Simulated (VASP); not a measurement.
A run of VASP 6.6.1 is set up as follows.

Contents of INCAR:

```
ALGO     = Fast           # electronic algorithm
EDIFF    = 1E-6           # SCF threshold, eV
ENCUT    = 520            # plane-wave cutoff, eV
GGA      = PS             # functional
ISIF     = 2              # what is computed and relaxed
ISMEAR   = 0              # smearing method
LASPH    = True           # aspherical terms in the spheres
LCHARG   = False          # write CHGCAR
LREAL    = False          # projectors in reciprocal space
LWAVE    = False          # write WAVECAR
NBANDS   = 17             # bands
NELM     = 80             # most SCF steps
PREC     = Accurate       # precision mode
SIGMA    = 0.1            # smearing width, eV
```

The input KPOINTS:

```
k-points
0
Gamma
  12 12 10
```

Contents of POSCAR:

```
Sr
1.0
    3.0466569811      3.0466569811      0.0000000000
   -3.0466569811      3.0466569811      0.0000000000
    0.0000000000      0.0000000000      5.8093536998
Sr
2
Direct
    0.0000000000      0.0000000000      0.0000000000
    0.5000000000      0.5000000000      0.5000000000
```

Potentials or basis: VASP PAW PBE potentials, release 64 (Sr_sv).

Command:

```sh
$ cat potpaw_PBE.64/Sr_sv/POTCAR > POTCAR
$ mpirun -np 1 vasp_std > vasp.out
```

Question: Predict the band gap on the k mesh.

Answer: Zero (bands 10 and 11 overlap by 0.09 eV).

Question: Estimate the pressure.

Answer: -0.4 GPa.

Stress tensor (GPa, compression positive):
```
-0.50  0.00  0.00
 0.00 -0.50  0.00
 0.00  0.00 -0.34
```

Caveat: the cell differs from its parent crystal (biaxial strain in the a-b plane: +3.0 %); the PAW data sets were made with another functional, which shifts forces and pressure a little.
